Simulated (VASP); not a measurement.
Set up this calculation in VASP 6.6.1, as the native input.

- Task: single point
- Functional: PBE
- Dispersion: D3(BJ)
- Potentials or basis: VASP PAW PBE potentials, release 64 (Sn_d, O)
- Cutoff: 520 eV
- k mesh: 9 × 9 × 1
- Occupations: gaussian, width 0.1 eV
- Spin: no spin polarisation
- Dipole correction: yes
- Further INCAR settings: LREAL = Auto; ALGO = Normal; EDIFF = 1e-06; NBANDS = 116

The structure of SnO lies in POSCAR:

```
SnO
1.0
    3.8360583204      0.0000000000      0.0000000000
   -0.0000106613      3.8360583204      0.0000000000
    0.0000000000      0.0000000000     36.3529200406
Sn O
10 10
Direct
    0.9998905329      0.9998905329      0.2063107996
    0.4998732403      0.4998732403      0.2700529955
    0.0001094671      0.0001094671      0.3372198508
    0.5001267597      0.5001267597      0.4009620468
    0.9998905329      0.9998905329      0.4681289020
    0.4998732403      0.4998732403      0.5318710980
    0.0001094671      0.0001094671      0.5990379532
    0.5001267597      0.5001267597      0.6627801492
    0.9998905329      0.9998905329      0.7299470045
    0.4998732403      0.4998732403      0.7936892004
    0.9998239589      0.4998149234      0.2381830175
    0.4998149234      0.9998239589      0.2381830175
    0.0001760411      0.5001850766      0.3690920687
    0.5001850766      0.0001760411      0.3690920687
    0.9998239589      0.4998149234      0.5000011200
    0.4998149234      0.9998239589      0.5000011200
    0.0001760411      0.5001850766      0.6309101712
    0.5001850766      0.0001760411      0.6309101712
    0.9998239589      0.4998149234      0.7618192224
    0.4998149234      0.9998239589      0.7618192224
```

One way to write it, as run:

INCAR

```
SYSTEM = SnO
ALGO = Normal
DIPOL = 0.5 0.5 0.500
EDIFF = 1E-6
ENCUT = 520
GGA = PE
IDIPOL = 3
ISIF = 2
ISMEAR = 0
IVDW = 12
KPAR = 4
LASPH = .TRUE.
LCHARG = .TRUE.
LDIPOL = .TRUE.
LREAL = Auto
LVACPOTAV = .TRUE.
LVHAR = .TRUE.
LWAVE = .FALSE.
NBANDS = 116
NELM = 100
PREC = Accurate
SIGMA = 0.1
```

KPOINTS

```
k-points
0
G
  9 9 1
  0 0 0
```

Potentials or basis: VASP PAW PBE potentials, release 64 (Sn_d, O).

The run is started by

```bash
$ cat potpaw_PBE.64/Sn_d/POTCAR potpaw_PBE.64/O/POTCAR > POTCAR
$ mpirun -np 4 vasp_std > vasp.out
```

Results of the run:

```json
{
 "Largest force": "0.280 eV/Å",
 "Band gap on the k mesh": "0.34 eV (least direct gap 1.73 eV)",
 "Dispersion energy per atom": "-0.214 eV"
}
```

Caveat: semilocal functionals underestimate gaps, and a narrow one can read as zero; spin-orbit coupling is left out, which moves the levels of the heavy elements.

Run time: 19 min on 4 MPI ranks on Intel(R) Xeon(R) Platinum 8259CL CPU @ 2.50GHz (Skylake/Cascade Lake) (shared host), peak memory 1.1 GiB a rank.
